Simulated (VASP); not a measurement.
Write the native input for VASP 6.6.1 that does the following.

```
Task                   : single point
Functional             : PBEsol
Potentials or basis    : VASP PAW PBE potentials, release 64 (Ga_d)
Cutoff                 : 520 eV
k mesh                 : 20 × 20 × 20
Occupations            : gaussian, width 0.1 eV
Spin                   : no spin polarisation
Dipole correction      : no
Further INCAR settings : ALGO = Fast; EDIFF = 1e-06; NBANDS = 12
```

The structure of Ga lies in POSCAR:

```
Ga
1.0
   -1.4001506707      1.4001506707      2.2603409459
    1.4001506707     -1.4001506707      2.2603409459
    1.4001506707      1.4001506707     -2.2603409459
Ga
1
Direct
    0.0000000000      0.0000000000      0.0000000000
```

These files were run (other wordings do the same):

INCAR

```
PREC = Accurate
ENCUT = 520
EDIFF = 1E-6
ISMEAR = 0
SIGMA = 0.1
LREAL = False
LASPH = True
NELM = 100
ALGO = Fast
ISIF = 2
LWAVE = False
LCHARG = False
GGA = PS
NBANDS = 12
```

KPOINTS

```
Automatic mesh
0
Gamma
  20 20 20
```

Potentials or basis: VASP PAW PBE potentials, release 64 (Ga_d).

Command:

```sh
$ cat potpaw_PBE.64/Ga_d/POTCAR > POTCAR
$ mpirun -np 1 vasp_std > vasp.out
```

It gave:

```json
{"Pressure": "0.1 GPa", "Band gap on the k mesh": "zero (an odd number of electrons rules out a gap without spin polarisation)"}
```

Caveat: the PAW data sets were made with another functional, which shifts forces and pressure a little.

Wall time 53 s on 1 thread of Intel(R) Xeon(R) Platinum 8488C (Sapphire Rapids), on a shared host, peak memory 0.25 GiB.
